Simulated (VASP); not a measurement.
# Li (I4/mmm) in VASP: further runs

Runs on Li. Level: PBE+D3(BJ). Tasks: single point.

All numbers are computed with VASP 6.6.1; they aren't measurements. Logs are shortened: lines on timing, memory, paths and dates and some standing lists are left out, and cuts for length are marked.

**1. The cell of the first run**

It takes space group I4/mmm (No. 139, tetragonal). Conventional cell: a = 3.114 Å, b = 3.114 Å, c = 4.624 Å, α = 90.00°, β = 90.00°, γ = 90.00°. Li (site symmetry 4/mmm) has 12 Li at 3.11 to 3.19 Å within 4.1 Å.

**2. Single point, PBE+D3(BJ) (strain +0.0500 x Voigt [0, 1, 0, 0, 0, 0])**

File INCAR:

```
  PREC = Accurate
  ENCUT = 520
  EDIFF = 1E-6
  ISMEAR = 0
  SIGMA = 0.15
  LREAL = False
  LASPH = True
  NELM = 60
  ALGO = Normal
  ISIF = 2
  LWAVE = False
  LCHARG = True
  GGA = PE
  IVDW = 12
  LELF = True
  LVHAR = True
  NBANDS = 8
```

File KPOINTS:

```
regular mesh
0
Gamma
  18 18 18
```

File POSCAR:

```
Li
1.0
    0.0000000000      2.3121000000      2.2020000000
    2.2020000000      0.0000000000      2.2020000000
    2.2020000000      2.3121000000      0.0000000000
Li
1
Direct
    0.0000000000      0.0000000000      0.0000000000
```

Potentials or basis: VASP PAW PBE potentials, release 64 (Li_sv).

Command:

```console
$ cat potpaw_PBE.64/Li_sv/POTCAR > POTCAR
$ mpirun -np 1 vasp_std > vasp.out
```

OUTCAR:

```text
PREC = Accurate
   ENCUT = 520
   EDIFF = 1E-6
   ISMEAR = 0
   LREAL = False
   LASPH = True
   NELM = 60
   ISIF = 2
   GGA = PE
   IVDW = 12
 IVDW          = 12

 ion  position               nearest neighbor table
   1  0.000  0.000  0.000-

  LATTYP: Found a body centered tetragonal cell.
 ALAT       =     3.1140982643
 C/A-ratio  =     1.4849242405

  Lattice vectors:

 A1 = (   0.0000000000,  -2.3121000000,   2.2020000000)
 A2 = (   0.0000000000,  -2.3121000000,  -2.2020000000)
 A3 = (   2.2020000000,   2.3121000000,   0.0000000000)

Analysis of symmetry for initial positions (statically):
=====================================================================
 Subroutine PRICEL returns:
 Original cell was already a primitive cell.

 Routine SETGRP: Setting up the symmetry group for a
 body centered tetragonal supercell.

 Subroutine GETGRP returns: Found 16 space group operations
 (whereof 16 operations were pure point group operations)
 out of a pool of 16 trial point group operations.

The static configuration has the point symmetry D_4h.

Analysis of symmetry for dynamics (positions and initial velocities):
=====================================================================
 Subroutine PRICEL returns:
 Original cell was already a primitive cell.

 Routine SETGRP: Setting up the symmetry group for a
 body centered tetragonal supercell.

 Subroutine GETGRP returns: Found 16 space group operations
 (whereof 16 operations were pure point group operations)
 out of a pool of 16 trial point group operations.

The dynamic configuration has the point symmetry D_4h.

 Subroutine INISYM returns: Found 16 space group operations
 (whereof 16 operations are pure point group operations),
 and found     1 'primitive' translations

----------------------------------------------------------------------------------------

                                     Primitive cell

  volume of cell :      22.4218

  direct lattice vectors                    reciprocal lattice vectors
     0.000000000  2.312100000  2.202000000    -0.227066303  0.216253622  0.227066303
     2.202000000  0.000000000  2.202000000     0.227066303 -0.216253622  0.227066303
     2.202000000  2.312100000  0.000000000     0.227066303  0.216253622 -0.227066303

  length of vectors
     3.192900000  3.114098264  3.192900000     0.387148345  0.387148345  0.387148345

  position of ions in fractional coordinates (direct lattice)
     0.000000000  0.000000000  0.000000000

  ion indices of the primitive-cell ions
   primitive index   ion index
                 1           1

----------------------------------------------------------------------------------------

 KPOINTS: regular mesh

Automatic generation of k-mesh.
 Grid dimensions read from file:
 generate k-points for:   18   18   18

 Generating k-lattice:

  Cartesian coordinates                     Fractional coordinates (reciprocal lattice)
    -0.012614795  0.012014090  0.012614795     0.055555556  0.000000000 -0.000000000
     0.012614795 -0.012014090  0.012614795     0.000000000  0.055555556  0.000000000
     0.012614795  0.012014090 -0.012614795    -0.000000000  0.000000000  0.055555556

  Length of vectors
     0.021508241  0.021508241  0.021508241

  Shift w.r.t. Gamma in fractional coordinates (k-lattice)
     0.000000000  0.000000000  0.000000000

 Subroutine IBZKPT returns following result:
 ===========================================

 Found    480 irreducible k-points:

 Following reciprocal coordinates:
            Coordinates               Weight
  0.000000  0.000000  0.000000      1.000000
  0.055556  0.000000 -0.000000      8.000000
  0.111111  0.000000 -0.000000      8.000000
  0.166667  0.000000  0.000000      8.000000
  0.222222  0.000000  0.000000      8.000000
  0.277778  0.000000  0.000000      8.000000
[... 16 lines left out ...]
 -0.277778  0.055556  0.000000     16.000000
 -0.222222  0.055556  0.000000     16.000000
 [... further k-points ...]
   k-points           NKPTS =    480   k-points in BZ     NKDIM =    480   number of bands    NBANDS=      8
   number of dos      NEDOS =    301   number of ions     NIONS =      1
   total plane-waves  NPLWV =  13824
   dimension x,y,z NGX =    24 NGY =   24 NGZ =   24
   dimension x,y,z NGXF=    48 NGYF=   48 NGZF=   48
   ions per type =               1
   NGX,Y,Z   is equivalent  to a cutoff of  12.50, 12.81, 12.50 a.u.
   NGXF,Y,Z  is equivalent  to a cutoff of  24.99, 25.62, 24.99 a.u.
 SYSTEM =  unknown system
   PREC   = accura    normal or accurate (medium, high low for compatibility)
   ISTART =      0    job   : 0-new  1-cont  2-samecut
   ICHARG =      2    charge: 1-file 2-atom 10-const
   ISPIN  =      1    spin polarized calculation?
   LNONCOLLINEAR =      F non collinear calculations
   LSORBIT =      F    spin-orbit coupling
   LASPH  =      T    aspherical Exc in radial PAW
   ENCUT  =  520.0 eV  38.22 Ry    6.18 a.u.   5.94  5.79  5.94*2*pi/ulx,y,z
   NELM   =     60;   NELMIN=  2; NELMDL= -5     # of ELM steps
   EDIFF  = 0.1E-05   stopping-criterion for ELM
   LREAL  =      F    real-space projection
   EDIFFG = 0.1E-04   stopping-criterion for IOM
   NSW    =      0    number of steps for IOM
   IBRION =     -1    ionic relax: 0-MD 1-quasi-New 2-CG
   NFREE  =      0    steps in history (QN), initial steepest desc. (CG)
   ISIF   =      2    stress and relaxation
   ISYM   =      2    0-nonsym 1-usesym 2-fastsym
   POTIM  = 0.5000    time-step for ionic-motion
   TEBEG  =    0.0;   TEEND  =   0.0 temperature during run
   PSTRESS=    0.0 pullay stress
   NELECT =       3.0000    total number of electrons
   NUPDOWN=      -1.0000    fix difference up-down
   EMIN   =  10.00;   EMAX   =-10.00  energy-range for DOS
   EFERMI =   0.00;   METHOD = LEGACY
   ISMEAR =     0;   SIGMA  =   0.15  broadening in eV -4-tet -1-fermi 0-gaus
   EFERMI_NEDOS =   21; number of points for ismear=-14 and -15
   IALGO  =     38    algorithm
   IMIX   =      4    mixing-type and parameters
     AMIX     =   0.40;   BMIX     =  1.00
     AMIX_MAG =   1.60;   BMIX_MAG =  1.00
  volume/ion in A,a.u.               =      22.42       151.31
  Fermi-wavevector in a.u.,A,eV,Ry     =   0.837320  1.582306  9.539111  0.701105
  Thomas-Fermi vector in A             =   1.951190
   LORBIT       =      0    0 simple, 1 ext, 2 COOP (PROOUT), +10 PAW based schemes
   GGA     = PE    functional components
   LHFCALC =     F    Hartree Fock is set to
   AEXX    =    0.0000 exact exchange contribution
   IVDW    =    12    specifies the selected vdW correction
   LEPSILON=     F    determine dielectric tensor
   LRPA    =     F    only Hartree local field effects (RPA)
 non-spin polarized calculation
 Gauss-broadening in eV      SIGMA  =   0.15
  energy-cutoff  :      520.00
  volume of cell :       22.42
 maximum number of plane-waves:       622
   NGX = 11   NGY = 11   NGZ = 11

 number of electron       3.0000006 magnetization

 Free energy of the ion-electron system (eV)
  ---------------------------------------------------
  ext. energy  EPLUGINS =         0.00000000
  ---------------------------------------------------
  free energy    TOTEN  =        -1.90094319 eV

  energy without entropy =       -1.89593036  energy(sigma->0) =       -1.89843677

 E-fermi :   0.3592     XC(G=0):  -6.8032

 val. band max:        0.3478901518   @ k =   0.4444   0.2778   0.0000
 cond. band min:       0.3837232359   @ k =   0.5000   0.0000   0.0000
 fundamental gap:      0.0358330841
 Fermi energy:         0.3592093762

 k-point     1 :       0.0000    0.0000    0.0000
  band No.  band energies     occupation
      1     -46.3472      2.00000
      2      -3.0712      2.00000
      3      13.7078      0.00000
      4      13.7078      0.00000
      5      13.7346      0.00000
      6      17.3629      0.00000
      7      17.5302      0.00000
      8      17.5302      0.00000

 k-point     2 :       0.0556    0.0000   -0.0000
  band No.  band energies     occupation
      1     -46.3468      2.00000
      2      -3.0179      2.00000
      3      13.1479      0.00000
      4      13.5842      0.00000
      5      13.6128      0.00000
      6      16.8782      0.00000
      7      17.6309      0.00000
      8      17.7266      0.00000

 k-point     3 :       0.1111    0.0000   -0.0000
  band No.  band energies     occupation
      1     -46.3458      2.00000
      2      -2.8583      2.00000
      3      11.7918      0.00000
      4      13.2455      0.00000
      5      13.3844      0.00000
      6      16.6758      0.00000
      7      18.0767      0.00000
      8      18.2283      0.00000

 k-point     4 :       0.1667    0.0000    0.0000
  band No.  band energies     occupation
      1     -46.3442      2.00000
      2      -2.5924      2.00000
      3      10.1849      0.00000
      4      12.8522      0.00000
      5      13.1202      0.00000
      6      16.8060      0.00000
      7      18.0264      0.00000
      8      18.7590      0.00000

 k-point     5 :       0.2222    0.0000    0.0000
  band No.  band energies     occupation
      1     -46.3422      2.00000
      2      -2.2212      2.00000
      3       8.5729      0.00000
      4      12.4860      0.00000
      5      12.8848      0.00000
      6      17.0453      0.00000
      7      17.3935      0.00000
      8      18.7112      0.00000
[... 177 lines left out ...]
 k-point    22 :      -0.3333    0.0556    0.0000
  band No.  band energies     occupation
      1     -46.3375      2.00000
      2      -0.9358      2.00000
      3       5.2547      0.00000
      4      11.6275      0.00000
      5      12.3515      0.00000
      6      15.6246      0.00000
      7      16.3529      0.00000
      8      18.5240      0.00000

 k-point    23 :      -0.2778    0.0556    0.0000
  band No.  band energies     occupation
      1     -46.3393      2.00000
      2      -1.5301      2.00000
      3       6.6138      0.00000
      4      11.6942      0.00000
      5      12.6569      0.00000
      6      16.0609      0.00000
      7      16.8114      0.00000
      8      18.3399      0.00000

 k-point    24 :      -0.2222    0.0556    0.0000
  band No.  band energies     occupation
      1     -46.3414      2.00000
      2      -2.0352      2.00000
      3       8.1039      0.00000
      4      11.8449      0.00000
      5      12.9985      0.00000
      6      16.6244      0.00000
      7      17.0559      0.00000
      8      18.3626      0.00000

 [... further k-points ...]

------------------------ aborting loop because EDIFF is reached ----------------------------------------

 Edisp (eV)   -0.15296

 E8    (eV) :    -0.0639

  FORCE on cell =-STRESS in cart. coord.  units (eV):
  Direction    XX          YY          ZZ          XY          YZ          ZX
  --------------------------------------------------------------------------------------
  -------------------------------------------------------------------------------------
  Total      -0.31648    -0.35441    -0.31648     0.00000     0.00000     0.00000
  in kB     -22.61433   -25.32452   -22.61433     0.00000     0.00000     0.00000
  external pressure =      -23.52 kB  Pullay stress =        0.00 kB

 VOLUME and BASIS-vectors are now :
 -----------------------------------------------------------------------------
  energy-cutoff  :      520.00
  volume of cell :       22.42
      direct lattice vectors                 reciprocal lattice vectors
     0.000000000  2.312100000  2.202000000    -0.227066303  0.216253622  0.227066303
     2.202000000  0.000000000  2.202000000     0.227066303 -0.216253622  0.227066303
     2.202000000  2.312100000  0.000000000     0.227066303  0.216253622 -0.227066303

 POSITION                                       TOTAL-FORCE (eV/Angst)
 -----------------------------------------------------------------------------------
      0.00000      0.00000      0.00000         0.000000      0.000000      0.000000
 -----------------------------------------------------------------------------------
    total drift:                               -0.000000     -0.000000     -0.000000

  FREE ENERGIE OF THE ION-ELECTRON SYSTEM (eV)
  ---------------------------------------------------
  free  energy   TOTEN  =        -2.0539024703 eV

  energy  without entropy=       -2.0488896367  energy(sigma->0) =       -2.05139605
```

Run time: 30 s. Hardware: 1 thread of AMD EPYC 9R14 (Zen 4), shared host; peak memory 0.16 GiB.

Results:

```
Free energy                : -2.0539 eV
Dispersion energy per atom : -0.153 eV
```

Levels at points of the mesh, in eV from the Fermi level:
| k point | band 1 | band 2 | band 3 | band 4 | band 5 |
| --- | --- | --- | --- | --- | --- |
| (0.00, 0.00, 0.00) | -46.71 | -3.43 | 13.35 | 13.35 | 13.38 |
| (0.50, 0.00, 0.00) | -46.69 | 0.02 | 2.61 | 11.31 | 12.15 |
| (0.50, 0.50, 0.00) | -46.69 | 1.65 | 4.56 | 7.56 | 7.79 |
| (0.50, 0.00, 0.50) | -46.69 | 1.08 | 3.94 | 8.31 | 8.31 |

Caveat: the cell differs from its parent crystal (strain +0.0500 x Voigt [0, 1, 0, 0, 0, 0]); the cutoff is under 1.25 times the usual one of these potentials, so pressure, stress and relaxed cells hold a basis-set (Pulay) error; pairwise dispersion overbinds metals, which lowers pressure and volume.

**3. Single point, PBE+D3(BJ) (strain +0.0750 x Voigt [0, 1, 0, 0, 0, 0])**

File INCAR:

```
  PREC = Accurate
  ENCUT = 520
  EDIFF = 1E-7
  ISMEAR = 0
  SIGMA = 0.15
  LREAL = False
  LASPH = True
  NELM = 80
  ALGO = Normal
  ISIF = 2
  LWAVE = False
  LCHARG = False
  GGA = PE
  IVDW = 12
  NBANDS = 8
```

File KPOINTS:

```
Automatic mesh
0
Gamma
  18 18 18
```

File POSCAR:

```
Li
1.0
    0.0000000000      2.3671500000      2.2020000000
    2.2020000000      0.0000000000      2.2020000000
    2.2020000000      2.3671500000      0.0000000000
Li
1
Direct
    0.0000000000      0.0000000000      0.0000000000
```

Potentials or basis: VASP PAW PBE potentials, release 64 (Li_sv).

Command:

```console
$ cat potpaw_PBE.64/Li_sv/POTCAR > POTCAR
$ mpirun -np 1 vasp_std > vasp.out
```

OUTCAR:

```text
PREC = Accurate
   ENCUT = 520
   EDIFF = 1E-7
   ISMEAR = 0
   LREAL = False
   LASPH = True
   NELM = 80
   ISIF = 2
   GGA = PE
   IVDW = 12
 IVDW          = 12

 ion  position               nearest neighbor table
   1  0.000  0.000  0.000-

  LATTYP: Found a body centered tetragonal cell.
 ALAT       =     3.1140982643
 C/A-ratio  =     1.5202795796

  Lattice vectors:

 A1 = (   0.0000000000,  -2.3671500000,   2.2020000000)
 A2 = (   0.0000000000,  -2.3671500000,  -2.2020000000)
 A3 = (   2.2020000000,   2.3671500000,   0.0000000000)

Analysis of symmetry for initial positions (statically):
=====================================================================
 Subroutine PRICEL returns:
 Original cell was already a primitive cell.

 Routine SETGRP: Setting up the symmetry group for a
 body centered tetragonal supercell.

 Subroutine GETGRP returns: Found 16 space group operations
 (whereof 16 operations were pure point group operations)
 out of a pool of 16 trial point group operations.

The static configuration has the point symmetry D_4h.

[... 161 lines left out ...]
 cond. band min:       0.3332297915   @ k =   0.4444   0.2778   0.0000
 fundamental gap:      0.0343501772
 Fermi energy:         0.2992554930

 k-point     1 :       0.0000    0.0000    0.0000
  band No.  band energies     occupation
      1     -46.4524      2.00000
      2      -3.0987      2.00000
      3      13.4321      0.00000
      4      13.4322      0.00000
      5      13.4462      0.00000
      6      17.0213      0.00000
      7      17.2715      0.00000
      8      17.2715      0.00000
[... 243 lines left out ...]
 k-point    24 :      -0.2222    0.0556    0.0000
  band No.  band energies     occupation
      1     -46.4471      2.00000
      2      -2.0753      2.00000
      3       7.9467      0.00000
      4      11.6451      0.00000
      5      12.6252      0.00000
      6      16.0233      0.00000
      7      16.6889      0.00000
      8      18.2642      0.00000

 [... further k-points ...]

------------------------ aborting loop because EDIFF is reached ----------------------------------------

 Edisp (eV)   -0.14949

 E8    (eV) :    -0.0625

  FORCE on cell =-STRESS in cart. coord.  units (eV):
  Direction    XX          YY          ZZ          XY          YZ          ZX
  --------------------------------------------------------------------------------------
  -------------------------------------------------------------------------------------
  Total      -0.33858    -0.40329    -0.33858     0.00000    -0.00000     0.00000
  in kB     -23.63112   -28.14730   -23.63112     0.00000    -0.00000     0.00000
  external pressure =      -25.14 kB  Pullay stress =        0.00 kB

 VOLUME and BASIS-vectors are now :
 -----------------------------------------------------------------------------
  energy-cutoff  :      520.00
  volume of cell :       22.96
      direct lattice vectors                 reciprocal lattice vectors
     0.000000000  2.367150000  2.202000000    -0.227066303  0.211224468  0.227066303
     2.202000000  0.000000000  2.202000000     0.227066303 -0.211224468  0.227066303
     2.202000000  2.367150000  0.000000000     0.227066303  0.211224468 -0.227066303

 POSITION                                       TOTAL-FORCE (eV/Angst)
 -----------------------------------------------------------------------------------
      0.00000      0.00000      0.00000         0.000000      0.000000      0.000000
 -----------------------------------------------------------------------------------
    total drift:                               -0.000000     -0.000000     -0.000000

  FREE ENERGIE OF THE ION-ELECTRON SYSTEM (eV)
  ---------------------------------------------------
  free  energy   TOTEN  =        -2.0453197062 eV

  energy  without entropy=       -2.0399732042  energy(sigma->0) =       -2.04264646
```

Wall time 36 s (1 thread of AMD EPYC 9R14 (Zen 4), shared host); peak memory 0.16 GiB.

Results:

```
Free energy                : -2.0453 eV
Dispersion energy per atom : -0.149 eV
```

Levels at points of the mesh, in eV from the Fermi level:
```tsv
k point	band 1	band 2	band 3	band 4	band 5	band 6
(0.00, 0.00, 0.00)	-46.75	-3.40	13.13	13.13	13.15	16.72
(0.50, 0.00, 0.00)	-46.74	0.04	2.55	10.88	12.14	14.54
(0.50, 0.50, 0.00)	-46.74	1.73	4.59	7.31	7.65	9.59
(0.50, 0.00, 0.50)	-46.74	0.91	3.67	8.39	8.39	10.50
```

Caveat: the cell differs from its parent crystal (strain +0.0750 x Voigt [0, 1, 0, 0, 0, 0]); the cutoff is under 1.25 times the usual one of these potentials, so pressure, stress and relaxed cells hold a basis-set (Pulay) error; pairwise dispersion overbinds metals, which lowers pressure and volume.
